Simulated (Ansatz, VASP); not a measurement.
One calculation of LiCl, two programs

The input INCAR:

```
ALGO = Normal ; EDIFF = 1E-6
EDIFFG = -0.04 ; ENCUT = 600
GGA = PE ; IBRION = 2
ISIF = 3 ; ISMEAR = 0
LASPH = T ; LCHARG = F
LREAL = F ; LWAVE = F
NELM = 60 ; NSW = 90
PREC = Accurate ; SIGMA = 0.1
```

KPOINTS

```
k-points
0
Gamma
  4 4 4
```

Contents of POSCAR:

```
LiCl
1.0
   -3.9874468900      3.9874468900      2.7556658200
    3.9874468900     -3.9874468900      2.7556658200
    3.9874468900      3.9874468900     -2.7556658200
Li Cl
6 6
Direct
    0.5000000000      0.5000000000      0.0000000000
    0.0000000000      0.0000000000      0.0000000000
    0.8556679600      0.3556679600      0.2113359100
    0.1443320400      0.6443320400      0.7886640900
    0.3556679600      0.1443320400      0.5000000000
    0.6443320400      0.8556679600      0.5000000000
    0.7500000000      0.2500000000      0.5000000000
    0.2500000000      0.7500000000      0.5000000000
    0.8943320400      0.6056679600      0.0000000000
    0.6056679600      0.8943320400      0.0000000000
    0.3943320400      0.3943320400      0.2886640900
    0.1056679600      0.1056679600      0.7113359100
```

Input for Ansatz:

```yaml
crystal:
  lattice:
    - [-3.98744689, 3.98744689, 2.75566582]
    - [3.98744689, -3.98744689, 2.75566582]
    - [3.98744689, 3.98744689, -2.75566582]
  atoms:
    - { symbol: Li, position: [0.5, 0.5, 0.0] }
    - { symbol: Li, position: [0.0, 0.0, 0.0] }
    - { symbol: Li, position: [0.85566796, 0.35566796, 0.21133591] }
    - { symbol: Li, position: [0.14433204, 0.64433204, 0.78866409] }
    - { symbol: Li, position: [0.35566796, 0.14433204, 0.5] }
    - { symbol: Li, position: [0.64433204, 0.85566796, 0.5] }
    - { symbol: Cl, position: [0.75, 0.25, 0.5] }
    - { symbol: Cl, position: [0.25, 0.75, 0.5] }
    - { symbol: Cl, position: [0.89433204, 0.60566796, 0.0] }
    - { symbol: Cl, position: [0.60566796, 0.89433204, 0.0] }
    - { symbol: Cl, position: [0.39433204, 0.39433204, 0.28866409] }
    - { symbol: Cl, position: [0.10566796, 0.10566796, 0.71133591] }
basis:
  ecutwfc: 420
kpoints:
  mp_grid: { grid: [4, 4, 4] }
hamiltonian:
  xc: pbe
scf:
  occupations: { method: gaussian, width: 0.1 }
  lower_state_search: "off"
output:
  forces: true
  stress: true
  eigenvalues: true
relax:
  adjacent_minimum: "off"
  f_tol: 0.04
  max_steps: 70
  cell: { stress_tol: 0.4 }
```

Alike in both runs: task relaxation of cell and atoms; functional PBE; k mesh 4 × 4 × 4; occupations gaussian, width 0.1 eV; no spin polarisation.

|  | VASP | Ansatz |
| --- | --- | --- |
| version | VASP 6.6.1 | Ansatz 0.2.0 |
| potentials or method | VASP PAW PBE potentials, release 64 (Li_sv, Cl), cutoff 600 eV | scalar-relativistic, plane waves, PAW |
| valence electrons in the cell | 60 | 60 |

|  | VASP | Ansatz | Ansatz less VASP |
| --- | --- | --- | --- |
| gap on the k mesh at the Fermi level, each at its own relaxed structure (eV) | 4.28 | 4.29 | +0.014 |
| relaxed volume (Å³/atom) | 21.94 | 21.95 | +0.015 |
| relaxed length of the cell vector where the two differ most in proportion (Å) | 7.196 | 7.199 | +0.0032 |

Noted on VASP's run: the cutoff is under 1.25 times that of the potentials, so the pressure is a little rough; the volume moved by over 15 % at a fixed basis, so the end points are rough.
